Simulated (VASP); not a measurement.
# CoPtO2 (R-3m) in VASP: single point with PBE

Aim: the single point of CoPtO2 with PBE.

Program: VASP 6.6.1. These are calculated values, not measurements. Logs are shortened: lines on timing, memory, paths and dates and some standing lists are left out, and cuts for length are marked.

## (1) The cell of the first run

The structure is trigonal, space group R-3m (No. 166). The conventional cell has a = 2.820 Å, b = 2.820 Å, c = 17.808 Å, α = 90.00°, β = 90.00°, γ = 120.00°. Co (site symmetry -3m) has 6 O at 1.90 Å within 2.5 Å. Within 2.6 Å of Pt (site symmetry -3m) lie 2 O at 2.00 Å. O (site symmetry 3m) has 3 Co at 1.90 Å and 1 Pt at 2.00 Å within 2.5 Å.

## (2) Single point, PBE

File INCAR:

```
SYSTEM = CoPtO2
ALGO = Normal
EDIFF = 1E-6
ENCUT = 520
GGA = PE
ISIF = 2
ISMEAR = 0
LASPH = .True.
LCHARG = .False.
LREAL = .False.
LWAVE = .False.
NBANDS = 24
NELM = 80
PREC = Accurate
SIGMA = 0.05
```

File KPOINTS:

```
k-points
0
Gamma
  14 14 14
  0 0 0
```

File POSCAR:

```
CoPtO2
1.0
    1.4100000000      0.8140638796      5.9360000000
   -1.4100000000      0.8140638796      5.9360000000
    0.0000000000     -1.6281277591      5.9360000000
Co Pt O
1 1 2
Direct
    0.5000000000      0.5000000000      0.5000000000
    0.0000000000      0.0000000000      0.0000000000
    0.8879154272      0.8879154272      0.8879154272
    0.1120845728      0.1120845728      0.1120845728
```

Potentials or basis: VASP PAW PBE potentials, release 64 (Co, Pt, O).

Launch:

```bash
cat potpaw_PBE.64/Co/POTCAR potpaw_PBE.64/Pt/POTCAR potpaw_PBE.64/O/POTCAR > POTCAR
mpirun -np 1 vasp_std > vasp.out
```

OUTCAR:

```text
SYSTEM = CoPtO2
   EDIFF = 1E-6
   ENCUT = 520
   GGA = PE
   ISIF = 2
   ISMEAR = 0
   LASPH = .True.
   LREAL = .False.
   NELM = 80
   PREC = Accurate

 ion  position               nearest neighbor table
   1  0.500  0.500  0.500-   4 1.90   4 1.90   3 1.90   3 1.90   4 1.90   3 1.90
   2  0.000  0.000  0.000-   3 2.00   4 2.00
   3  0.888  0.888  0.888-   1 1.90   1 1.90   1 1.90   2 2.00
   4  0.112  0.112  0.112-   1 1.90   1 1.90   1 1.90   2 2.00

  LATTYP: Found a trigonal (rhomboedric) cell.
 ALAT       =     6.1552332206
 COS(alpha) =     0.8950507848

  Lattice vectors:

 A1 = (   1.4100000000,   0.8140638796,   5.9360000000)
 A2 = (  -1.4100000000,   0.8140638796,   5.9360000000)
 A3 = (   0.0000000000,  -1.6281277591,   5.9360000000)

Analysis of symmetry for initial positions (statically):
=====================================================================
 Subroutine PRICEL returns:
 Original cell was already a primitive cell.

 Routine SETGRP: Setting up the symmetry group for a
 trigonal (rhombohedral) supercell.

 Subroutine GETGRP returns: Found 12 space group operations
 (whereof 12 operations were pure point group operations)
 out of a pool of 12 trial point group operations.

The static configuration has the point symmetry D_3d.

Analysis of symmetry for dynamics (positions and initial velocities):
=====================================================================
 Subroutine PRICEL returns:
 Original cell was already a primitive cell.

 Routine SETGRP: Setting up the symmetry group for a
 trigonal (rhombohedral) supercell.

 Subroutine GETGRP returns: Found 12 space group operations
 (whereof 12 operations were pure point group operations)
 out of a pool of 12 trial point group operations.

The dynamic configuration has the point symmetry D_3d.

 Subroutine INISYM returns: Found 12 space group operations
 (whereof 12 operations are pure point group operations),
 and found     1 'primitive' translations

----------------------------------------------------------------------------------------

                                     Primitive cell

  volume of cell :      40.8811

  direct lattice vectors                    reciprocal lattice vectors
     1.410000000  0.814063880  5.936000000     0.354609929  0.204734138  0.056154537
    -1.410000000  0.814063880  5.936000000    -0.354609929  0.204734138  0.056154537
     0.000000000 -1.628127759  5.936000000     0.000000000 -0.409468276  0.056154537

  length of vectors
     6.155233221  6.155233221  6.155233221     0.413300860  0.413300860  0.413300860

  position of ions in fractional coordinates (direct lattice)
     0.500000000  0.500000000  0.500000000
     0.000000000  0.000000000  0.000000000
     0.887915427  0.887915427  0.887915427
     0.112084573  0.112084573  0.112084573

  ion indices of the primitive-cell ions
   primitive index   ion index
                 1           1
                 2           2
                 3           3
                 4           4

----------------------------------------------------------------------------------------

 KPOINTS: k-points

Automatic generation of k-mesh.
 Grid dimensions read from file:
 generate k-points for:   14   14   14

 Generating k-lattice:

  Cartesian coordinates                     Fractional coordinates (reciprocal lattice)
     0.025329281  0.014623867  0.004011038     0.071428571  0.000000000 -0.000000000
    -0.025329281  0.014623867  0.004011038     0.000000000  0.071428571 -0.000000000
     0.000000000 -0.029247734  0.004011038     0.000000000  0.000000000  0.071428571

  Length of vectors
     0.029521490  0.029521490  0.029521490

  Shift w.r.t. Gamma in fractional coordinates (k-lattice)
     0.000000000  0.000000000  0.000000000

 Subroutine IBZKPT returns following result:
 ===========================================

 Found    288 irreducible k-points:

 Following reciprocal coordinates:
            Coordinates               Weight
  0.000000  0.000000  0.000000      1.000000
  0.071429  0.000000  0.000000      6.000000
  0.142857  0.000000  0.000000      6.000000
  0.214286  0.000000 -0.000000      6.000000
  0.285714  0.000000  0.000000      6.000000
  0.357143  0.000000  0.000000      6.000000
[... 16 lines left out ...]
  0.214286  0.142857  0.000000     12.000000
  0.285714  0.142857  0.000000     12.000000
 [... further k-points ...]
   k-points           NKPTS =    288   k-points in BZ     NKDIM =    288   number of bands    NBANDS=     24
   number of dos      NEDOS =    301   number of ions     NIONS =      4
   total plane-waves  NPLWV = 110592
   dimension x,y,z NGX =    48 NGY =   48 NGZ =   48
   dimension x,y,z NGXF=    96 NGYF=   96 NGZF=   96
   ions per type =               1   1   2
   NGX,Y,Z   is equivalent  to a cutoff of  12.96, 12.96, 12.96 a.u.
   NGXF,Y,Z  is equivalent  to a cutoff of  25.93, 25.93, 25.93 a.u.
 SYSTEM =  CoPtO2
   PREC   = accura    normal or accurate (medium, high low for compatibility)
   ISTART =      0    job   : 0-new  1-cont  2-samecut
   ICHARG =      2    charge: 1-file 2-atom 10-const
   ISPIN  =      1    spin polarized calculation?
   LNONCOLLINEAR =      F non collinear calculations
   LSORBIT =      F    spin-orbit coupling
   LASPH  =      T    aspherical Exc in radial PAW
   ENCUT  =  520.0 eV  38.22 Ry    6.18 a.u.  11.44 11.44 11.44*2*pi/ulx,y,z
   NELM   =     80;   NELMIN=  2; NELMDL= -5     # of ELM steps
   EDIFF  = 0.1E-05   stopping-criterion for ELM
   LREAL  =      F    real-space projection
   EDIFFG = 0.1E-04   stopping-criterion for IOM
   NSW    =      0    number of steps for IOM
   IBRION =     -1    ionic relax: 0-MD 1-quasi-New 2-CG
   NFREE  =      0    steps in history (QN), initial steepest desc. (CG)
   ISIF   =      2    stress and relaxation
   ISYM   =      2    0-nonsym 1-usesym 2-fastsym
   POTIM  = 0.5000    time-step for ionic-motion
   TEBEG  =    0.0;   TEEND  =   0.0 temperature during run
   PSTRESS=    0.0 pullay stress
   NELECT =      31.0000    total number of electrons
   NUPDOWN=      -1.0000    fix difference up-down
   EMIN   =  10.00;   EMAX   =-10.00  energy-range for DOS
   EFERMI =   0.00;   METHOD = LEGACY
   ISMEAR =     0;   SIGMA  =   0.05  broadening in eV -4-tet -1-fermi 0-gaus
   EFERMI_NEDOS =   21; number of points for ismear=-14 and -15
   IALGO  =     38    algorithm
   IMIX   =      4    mixing-type and parameters
     AMIX     =   0.40;   BMIX     =  1.00
     AMIX_MAG =   1.60;   BMIX_MAG =  1.00
  volume/ion in A,a.u.               =      10.22        68.97
  Fermi-wavevector in a.u.,A,eV,Ry     =   1.492867  2.821110 30.322654  2.228652
  Thomas-Fermi vector in A             =   2.605340
   LORBIT       =      0    0 simple, 1 ext, 2 COOP (PROOUT), +10 PAW based schemes
   GGA     = PE    functional components
   LHFCALC =     F    Hartree Fock is set to
   AEXX    =    0.0000 exact exchange contribution
   IVDW    =     0    specifies the selected vdW correction
   LEPSILON=     F    determine dielectric tensor
   LRPA    =     F    only Hartree local field effects (RPA)
 non-spin polarized calculation
 Gauss-broadening in eV      SIGMA  =   0.05
  energy-cutoff  :      520.00
  volume of cell :       40.88
 maximum number of plane-waves:      1118
 NGX is ok and might be reduce to    48
   NGX = 23   NGY = 23   NGZ = 23

 number of electron      30.9999998 magnetization

 Free energy of the ion-electron system (eV)
  ---------------------------------------------------
  ext. energy  EPLUGINS =         0.00000000
  ---------------------------------------------------
  free energy    TOTEN  =       -26.42535787 eV

  energy without entropy =      -26.42410782  energy(sigma->0) =      -26.42473284

 E-fermi :   8.9747     XC(G=0): -12.7073

 val. band max:        8.9619345478   @ k =  -0.4286   0.5000   0.1429
 cond. band min:       8.9767297669   @ k =  -0.2143  -0.2857   0.1429
 fundamental gap:      0.0147952192
 Fermi energy:         8.9746969208

 k-point     1 :       0.0000    0.0000    0.0000
  band No.  band energies     occupation
      1     -12.8220      2.00000
      2     -10.9214      2.00000
      3      -0.8971      2.00000
      4       1.6773      2.00000
      5       2.2906      2.00000
      6       2.2906      2.00000
[... 16 lines left out ...]
     23      24.4430      0.00000
     24      26.2642      0.00000

 k-point     2 :       0.0714    0.0000    0.0000
  band No.  band energies     occupation
      1     -12.7623      2.00000
      2     -10.9155      2.00000
      3      -0.8193      2.00000
      4       1.8243      2.00000
      5       2.1056      2.00000
      6       2.3188      2.00000
[... 16 lines left out ...]
     23      24.5793      0.00000
     24      25.5949      0.00000

 k-point     3 :       0.1429    0.0000    0.0000
  band No.  band energies     occupation
      1     -12.5902      2.00000
      2     -10.9005      2.00000
      3      -0.6026      2.00000
      4       1.7200      2.00000
      5       2.2199      2.00000
      6       2.3980      2.00000
[... 16 lines left out ...]
     23      24.2940      0.00000
     24      24.5520      0.00000

 k-point     4 :       0.2143    0.0000   -0.0000
  band No.  band energies     occupation
      1     -12.3270      2.00000
      2     -10.8833      2.00000
      3      -0.2920      2.00000
      4       1.3386      2.00000
      5       2.5131      2.00000
      6       2.5826      2.00000
[... 16 lines left out ...]
     23      23.1351      0.00000
     24      23.3637      0.00000

 k-point     5 :       0.2857    0.0000    0.0000
  band No.  band energies     occupation
      1     -12.0087      2.00000
      2     -10.8751      2.00000
      3       0.0454      2.00000
      4       1.0347      2.00000
      5       2.3185      2.00000
      6       2.6432      2.00000
[... 451 lines left out ...]
 k-point    22 :       0.1429    0.1429    0.0000
  band No.  band energies     occupation
      1     -12.5782      2.00000
      2     -10.9202      2.00000
      3      -0.5496      2.00000
      4       1.7189      2.00000
      5       2.2425      2.00000
      6       2.3920      2.00000
[... 16 lines left out ...]
     23      24.2345      0.00000
     24      24.5425      0.00000

 k-point    23 :       0.2143    0.1429    0.0000
  band No.  band energies     occupation
      1     -12.4115      2.00000
      2     -10.9156      2.00000
      3      -0.3402      2.00000
      4       1.4934      2.00000
      5       2.4097      2.00000
      6       2.5698      2.00000
[... 16 lines left out ...]
     23      23.5055      0.00000
     24      24.0154      0.00000

 k-point    24 :       0.2857    0.1429    0.0000
  band No.  band energies     occupation
      1     -12.1611      2.00000
      2     -10.9076      2.00000
      3      -0.0594      2.00000
      4       1.2778      2.00000
      5       2.3603      2.00000
      6       2.7545      2.00000
[... 16 lines left out ...]
     23      22.7383      0.00000
     24      23.2939      0.00000

 [... further k-points ...]
[... 5 lines left out ...]
  --------------------------------------------------------------------------------------
  -------------------------------------------------------------------------------------
  Total        1.8121865      1.8121865      2.0317219     -0.0000000      0.0000000      0.0000000
  in kB       71.0216464     71.0216464     79.6254889     -0.0000000      0.0000000      0.0000000
  external PRESSURE =      73.8895939 kB  Pullay stress =       0.0000000 kB

 VOLUME and BASIS-vectors are now :
 -----------------------------------------------------------------------------
  energy-cutoff  :      520.00
  volume of cell :       40.88
      direct lattice vectors                 reciprocal lattice vectors
     1.410000000  0.814063880  5.936000000     0.354609929  0.204734138  0.056154537
    -1.410000000  0.814063880  5.936000000    -0.354609929  0.204734138  0.056154537
     0.000000000 -1.628127759  5.936000000     0.000000000 -0.409468276  0.056154537

 POSITION                                       TOTAL-FORCE (eV/Angst)
 -----------------------------------------------------------------------------------
      0.00000      0.00000      8.90400        -0.000000      0.000000      0.000000
      0.00000      0.00000      0.00000         0.000000      0.000000      0.000000
      0.00000      0.00000     15.81200         0.000000      0.000000      0.014089
      0.00000      0.00000      1.99600         0.000000     -0.000000     -0.014089
 -----------------------------------------------------------------------------------
    total drift:                               -0.000000      0.000000     -0.000000

  FREE ENERGIE OF THE ION-ELECTRON SYSTEM (eV)
  ---------------------------------------------------
  free  energy   TOTEN  =       -26.4253578693 eV

  energy  without entropy=      -26.4241078191  energy(sigma->0) =      -26.42473284
```

It took 35 min on 1 thread of AMD EPYC 7R13, shared host; peak memory 0.52 GiB.

What came out:

| Quantity | Value |
| --- | --- |
| Free energy | -26.4254 eV |
| Pressure | 7.4 GPa |
| Largest force | 0.014 eV/Å |

Forces in eV/Å, atoms in the order of the input:
```
Co   0.000  0.000  0.000
Pt   0.000  0.000  0.000
O    0.000  0.000  0.014
O    0.000  0.000 -0.014
```

Caveat: spin-orbit coupling is left out, which moves the levels of the heavy elements; an odd number of electrons without spin polarisation forces a metal; a magnetic or distorted state may lie lower; the run has no spin polarisation, though such a crystal can be magnetic; semilocal functionals often make such compounds metallic where correlation or magnetic order opens a gap, which also shifts bond lengths. With open d or f shells a metallic result of PBE can be an artefact of self-interaction; +U or a hybrid may open a gap.
